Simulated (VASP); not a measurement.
# ZnSe (I-4m2) in VASP: further runs

The runs below take ZnSe through electric field gradients, with PBE.

Everything below comes from runs of VASP 6.6.1. Logs are shortened: lines on timing, memory, paths and dates and some standing lists are left out, and cuts for length are marked.

### Step 1. The cell of the first run

Symmetry: I-4m2, No. 119, tetragonal system. Conventional cell: a = 4.008 Å, b = 4.008 Å, c = 5.554 Å, α = 90.00°, β = 90.00°, γ = 90.00°. Zn (site symmetry -4m2) has 4 Se at 2.44 Å within 3.2 Å. Within 3.2 Å of Se (site symmetry -4m2) lie 4 Zn at 2.44 Å.

### Step 2. Electric field gradients, PBE (zz strain of -2 %)

Contents of INCAR:

```
ALGO = Normal
EDIFF = 1E-8
ENCUT = 520
GGA = PE
ISIF = 2
ISMEAR = -1
LASPH = T
LCHARG = F
LEFG = T
LREAL = F
LWAVE = F
NBANDS = 16
NELM = 60
PREC = Accurate
SIGMA = 0.03
```

Contents of KPOINTS:

```
k-points
0
Gamma
  8 8 8
```

Contents of POSCAR:

```
ZnSe
1.0
    0.0000000000      2.8338000000      2.7771240000
    2.8338000000      0.0000000000      2.7771240000
    2.8338000000      2.8338000000      0.0000000000
Zn Se
1 1
Direct
    0.0000000000      0.0000000000      0.0000000000
    0.7500000000      0.7500000000      0.7500000000
```

Potentials or basis: VASP PAW PBE potentials, release 64 (Zn, Se).

The run is started by

```
$ cat potpaw_PBE.64/Zn/POTCAR potpaw_PBE.64/Se/POTCAR > POTCAR
$ mpirun -np 1 vasp_std > vasp.out
```

OUTCAR:

```text
EDIFF = 1E-8
   ENCUT = 520
   GGA = PE
   ISIF = 2
   ISMEAR = -1
   LASPH = T
   LREAL = F
   NELM = 60
   PREC = Accurate

 ion  position               nearest neighbor table
   1  0.000  0.000  0.000-   2 2.44   2 2.44   2 2.44   2 2.44
   2  0.750  0.750  0.750-   1 2.44   1 2.44   1 2.44   1 2.44

  LATTYP: Found a body centered tetragonal cell.
 ALAT       =     4.0075983931
 C/A-ratio  =     1.3859292911

  Lattice vectors:

 A1 = (   0.0000000000,  -2.8338000000,  -2.7771240000)
 A2 = (   0.0000000000,   2.8338000000,  -2.7771240000)
 A3 = (   2.8338000000,   0.0000000000,   2.7771240000)

Analysis of symmetry for initial positions (statically):
=====================================================================
 Subroutine PRICEL returns:
 Original cell was already a primitive cell.

 Routine SETGRP: Setting up the symmetry group for a
 body centered tetragonal supercell.

 Subroutine GETGRP returns: Found  8 space group operations
 (whereof  8 operations were pure point group operations)
 out of a pool of 16 trial point group operations.

The static configuration has the point symmetry D_2d.

Analysis of symmetry for dynamics (positions and initial velocities):
=====================================================================
 Subroutine PRICEL returns:
 Original cell was already a primitive cell.

 Routine SETGRP: Setting up the symmetry group for a
 body centered tetragonal supercell.

 Subroutine GETGRP returns: Found  8 space group operations
 (whereof  8 operations were pure point group operations)
 out of a pool of 16 trial point group operations.

The dynamic configuration has the point symmetry D_2d.

 Subroutine INISYM returns: Found  8 space group operations
 (whereof  8 operations are pure point group operations),
 and found     1 'primitive' translations

----------------------------------------------------------------------------------------

                                     Primitive cell

  volume of cell :      44.6030

  direct lattice vectors                    reciprocal lattice vectors
     0.000000000  2.833800000  2.777124000    -0.176441527  0.176441527  0.180042375
     2.833800000  0.000000000  2.777124000     0.176441527 -0.176441527  0.180042375
     2.833800000  2.833800000  0.000000000     0.176441527  0.176441527 -0.180042375

  length of vectors
     3.967724808  3.967724808  4.007598393     0.307698687  0.307698687  0.307698687

  position of ions in fractional coordinates (direct lattice)
     0.000000000  0.000000000  0.000000000
     0.750000000  0.750000000  0.750000000

  ion indices of the primitive-cell ions
   primitive index   ion index
                 1           1
                 2           2

----------------------------------------------------------------------------------------

 KPOINTS: k-points

Automatic generation of k-mesh.
 Grid dimensions read from file:
 generate k-points for:    8    8    8

 Generating k-lattice:

  Cartesian coordinates                     Fractional coordinates (reciprocal lattice)
    -0.022055191  0.022055191  0.022505297     0.125000000 -0.000000000  0.000000000
     0.022055191 -0.022055191  0.022505297    -0.000000000  0.125000000  0.000000000
     0.022055191  0.022055191 -0.022505297     0.000000000  0.000000000  0.125000000

  Length of vectors
     0.038462336  0.038462336  0.038462336

  Shift w.r.t. Gamma in fractional coordinates (k-lattice)
     0.000000000  0.000000000  0.000000000

 Subroutine IBZKPT returns following result:
 ===========================================

 Found     59 irreducible k-points:

 Following reciprocal coordinates:
            Coordinates               Weight
  0.000000  0.000000  0.000000      1.000000
  0.125000 -0.000000  0.000000      8.000000
  0.250000 -0.000000  0.000000      8.000000
  0.375000  0.000000  0.000000      8.000000
  0.500000 -0.000000  0.000000      4.000000
  0.125000  0.125000  0.000000      2.000000
[... 16 lines left out ...]
  0.250000 -0.000000  0.125000     16.000000
  0.375000 -0.000000  0.125000     16.000000
 [... further k-points ...]
   k-points           NKPTS =     59   k-points in BZ     NKDIM =     59   number of bands    NBANDS=     16
   number of dos      NEDOS =    301   number of ions     NIONS =      2
   total plane-waves  NPLWV =  27000
   dimension x,y,z NGX =    30 NGY =   30 NGZ =   30
   dimension x,y,z NGXF=    60 NGYF=   60 NGZF=   60
   ions per type =               1   1
   NGX,Y,Z   is equivalent  to a cutoff of  12.57, 12.57, 12.44 a.u.
   NGXF,Y,Z  is equivalent  to a cutoff of  25.14, 25.14, 24.89 a.u.
 SYSTEM =  unknown system
   PREC   = accura    normal or accurate (medium, high low for compatibility)
   ISTART =      0    job   : 0-new  1-cont  2-samecut
   ICHARG =      2    charge: 1-file 2-atom 10-const
   ISPIN  =      1    spin polarized calculation?
   LNONCOLLINEAR =      F non collinear calculations
   LSORBIT =      F    spin-orbit coupling
   LASPH  =      T    aspherical Exc in radial PAW
   ENCUT  =  520.0 eV  38.22 Ry    6.18 a.u.   7.38  7.38  7.45*2*pi/ulx,y,z
   NELM   =     60;   NELMIN=  2; NELMDL= -5     # of ELM steps
   EDIFF  = 0.1E-07   stopping-criterion for ELM
   LREAL  =      F    real-space projection
   EDIFFG = 0.1E-06   stopping-criterion for IOM
   NSW    =      0    number of steps for IOM
   IBRION =     -1    ionic relax: 0-MD 1-quasi-New 2-CG
   NFREE  =      0    steps in history (QN), initial steepest desc. (CG)
   ISIF   =      2    stress and relaxation
   ISYM   =      2    0-nonsym 1-usesym 2-fastsym
   POTIM  = 0.5000    time-step for ionic-motion
   TEBEG  =    0.0;   TEEND  =   0.0 temperature during run
   PSTRESS=    0.0 pullay stress
   NELECT =      18.0000    total number of electrons
   NUPDOWN=      -1.0000    fix difference up-down
   EMIN   =  10.00;   EMAX   =-10.00  energy-range for DOS
   EFERMI =   0.00;   METHOD = LEGACY
   ISMEAR =    -1;   SIGMA  =   0.03  broadening in eV -4-tet -1-fermi 0-gaus
   EFERMI_NEDOS =   21; number of points for ismear=-14 and -15
   IALGO  =     38    algorithm
   IMIX   =      4    mixing-type and parameters
     AMIX     =   0.40;   BMIX     =  1.00
     AMIX_MAG =   1.60;   BMIX_MAG =  1.00
  volume/ion in A,a.u.               =      22.30       150.50
  Fermi-wavevector in a.u.,A,eV,Ry     =   1.209793  2.286178 19.913479  1.463599
  Thomas-Fermi vector in A             =   2.345360
   LORBIT       =      0    0 simple, 1 ext, 2 COOP (PROOUT), +10 PAW based schemes
   GGA     = PE    functional components
[... 5 lines left out ...]
 non-spin polarized calculation
  energy-cutoff  :      520.00
  volume of cell :       44.60
 maximum number of plane-waves:      1235
 NGX is ok and might be reduce to    30
   NGX = 15   NGY = 15   NGZ = 15

 number of electron      17.9999996 magnetization

 Free energy of the ion-electron system (eV)
  ---------------------------------------------------
  ext. energy  EPLUGINS =         0.00000000
  ---------------------------------------------------
  free energy    TOTEN  =        -6.00162937 eV

  energy without entropy =       -6.00162937  energy(sigma->0) =       -6.00162937

 E-fermi :   2.4380     XC(G=0):  -9.4147

 val. band max:        1.8362510367   @ k =   0.0000   0.0000   0.0000
 cond. band min:       3.1594322305   @ k =   0.0000   0.0000   0.0000
 fundamental gap:      1.3231811938
 Fermi energy:         2.4379604121

 k-point     1 :       0.0000    0.0000    0.0000
  band No.  band energies     occupation
      1     -11.6017      2.00000
      2      -4.8356      2.00000
      3      -4.8356      2.00000
      4      -4.8265      2.00000
      5      -4.4466      2.00000
      6      -4.4428      2.00000
[... 8 lines left out ...]
     15      13.1086      0.00000
     16      13.4601      0.00000

 k-point     2 :       0.1250   -0.0000    0.0000
  band No.  band energies     occupation
      1     -11.4970      2.00000
      2      -4.8281      2.00000
      3      -4.8194      2.00000
      4      -4.8115      2.00000
      5      -4.4476      2.00000
      6      -4.4447      2.00000
[... 8 lines left out ...]
     15      12.5603      0.00000
     16      12.7106      0.00000

 k-point     3 :       0.2500   -0.0000    0.0000
  band No.  band energies     occupation
      1     -11.2246      2.00000
      2      -4.7840      2.00000
      3      -4.7796      2.00000
      4      -4.7696      2.00000
      5      -4.4446      2.00000
      6      -4.4445      2.00000
[... 8 lines left out ...]
     15      12.2528      0.00000
     16      12.6026      0.00000

 k-point     4 :       0.3750    0.0000    0.0000
  band No.  band energies     occupation
      1     -10.9174      2.00000
      2      -4.7562      2.00000
      3      -4.7451      2.00000
      4      -4.5760      2.00000
      5      -4.4350      2.00000
      6      -4.4313      2.00000
[... 8 lines left out ...]
     15      13.3749      0.00000
     16      13.4351      0.00000

 k-point     5 :       0.5000   -0.0000    0.0000
  band No.  band energies     occupation
      1     -10.7772      2.00000
      2      -4.7474      2.00000
      3      -4.7351      2.00000
      4      -4.4288      2.00000
      5      -4.4222      2.00000
      6      -4.2790      2.00000
[... 8 lines left out ...]
     15      14.8814      0.00000
     16      15.0693      0.00000

 k-point     6 :       0.1250    0.1250    0.0000
  band No.  band energies     occupation
      1     -11.4588      2.00000
      2      -4.8379      2.00000
      3      -4.8049      2.00000
      4      -4.8049      2.00000
      5      -4.4543      2.00000
      6      -4.4385      2.00000
[... 8 lines left out ...]
     15      13.1939      0.00000
     16      13.3390      0.00000
[... 267 lines left out ...]
 k-point    21 :       0.5000    0.5000    0.0000
  band No.  band energies     occupation
      1     -10.4752      2.00000
      2      -4.8140      2.00000
      3      -4.5694      2.00000
      4      -4.5694      2.00000
      5      -4.3916      2.00000
      6      -4.2413      2.00000
[... 8 lines left out ...]
     15      15.7222      0.00000
     16      16.2682      0.00000

 k-point    22 :       0.1250    0.0000    0.1250
  band No.  band energies     occupation
      1     -11.4637      2.00000
      2      -4.8455      2.00000
      3      -4.8048      2.00000
      4      -4.7946      2.00000
      5      -4.4580      2.00000
      6      -4.4365      2.00000
[... 8 lines left out ...]
     15      13.0839      0.00000
     16      13.5812      0.00000

 k-point    23 :       0.2500   -0.0000    0.1250
  band No.  band energies     occupation
      1     -11.2476      2.00000
      2      -4.8293      2.00000
      3      -4.7655      2.00000
      4      -4.7538      2.00000
      5      -4.4637      2.00000
      6      -4.4304      2.00000
[... 8 lines left out ...]
     15      13.3782      0.00000
     16      14.0057      0.00000

 k-point    24 :       0.3750   -0.0000    0.1250
  band No.  band energies     occupation
      1     -10.9475      2.00000
      2      -4.7694      2.00000
      3      -4.7261      2.00000
      4      -4.6541      2.00000
      5      -4.4444      2.00000
      6      -4.4230      2.00000
[... 8 lines left out ...]
     15      13.5775      0.00000
     16      14.1526      0.00000

 [... further k-points ...]
[... 5 lines left out ...]
  --------------------------------------------------------------------------------------
  -------------------------------------------------------------------------------------
  Total        0.9854321      0.9854321      1.1627850      0.0000000      0.0000000      0.0000000
  in kB       35.3975830     35.3975830     41.7682572      0.0000000      0.0000000      0.0000000
  external PRESSURE =      37.5211411 kB  Pullay stress =       0.0000000 kB

 VOLUME and BASIS-vectors are now :
 -----------------------------------------------------------------------------
  energy-cutoff  :      520.00
  volume of cell :       44.60
      direct lattice vectors                 reciprocal lattice vectors
     0.000000000  2.833800000  2.777124000    -0.176441527  0.176441527  0.180042375
     2.833800000  0.000000000  2.777124000     0.176441527 -0.176441527  0.180042375
     2.833800000  2.833800000  0.000000000     0.176441527  0.176441527 -0.180042375

 POSITION                                       TOTAL-FORCE (eV/Angst)
 -----------------------------------------------------------------------------------
      0.00000      0.00000      0.00000         0.000000      0.000000      0.000000
      4.25070      4.25070      4.16569        -0.000000     -0.000000     -0.000000
 -----------------------------------------------------------------------------------
    total drift:                                0.000000      0.000000     -0.000000

  FREE ENERGIE OF THE ION-ELECTRON SYSTEM (eV)
  ---------------------------------------------------
  free  energy   TOTEN  =        -6.0016293717 eV

  energy  without entropy=       -6.0016293717  energy(sigma->0) =       -6.00162937

 Electric field gradients (V/A^2)
---------------------------------------------------------------------
 ion       V_xx      V_yy      V_zz      V_xy      V_xz      V_yz
---------------------------------------------------------------------
   1      -1.688    -1.688     3.375     0.002     0.004     0.004
   2       4.102     4.102    -8.204    -0.000    -0.000    -0.000
---------------------------------------------------------------------

 Electric field gradients after diagonalization (V/A^2)
 (convention: |V_zz| > |V_xx| > |V_yy|)
----------------------------------------------------------------------
 ion       V_xx      V_yy      V_zz     asymmetry (V_yy - V_xx)/ V_zz
----------------------------------------------------------------------
   1      -1.689    -1.686     3.375       0.001
   2       4.102     4.102    -8.204       0.000
----------------------------------------------------------------------

           NMR quadrupolar parameters

 Cq : quadrupolar parameter    Cq=e*Q*V_zz/h
 eta: asymmetry parameters     (V_yy - V_xx)/ V_zz
 Q  : nuclear electric quadrupole moment in mb (millibarn)
----------------------------------------------------------------------
 ion       Cq(MHz)       eta       Q (mb)
----------------------------------------------------------------------
   1       0.008       0.001       1.000
   2      -0.020       0.000       1.000
----------------------------------------------------------------------
```

Run time: 34 s. Hardware: 1 thread of Intel Xeon 6975P-C, shared host; peak memory 0.19 GiB.

What came out:

* Free energy: -6.0016 eV
* Pressure: 3.8 GPa
* Band gap on the k mesh: 1.32 eV, direct

Electric field gradients, principal values (V/Å²):
```
atom   least  middle  greatest (by size)
1 Zn  -1.686  -1.689               3.375
2 Se   4.102   4.102              -8.204
```

Caveat: the cell differs from its parent crystal (zz strain of -2 %); without QUAD_EFG the Cq values of the log hold for a quadrupole moment of 1 mb, not for the nuclei.

(Continued in part 2 of 3.)
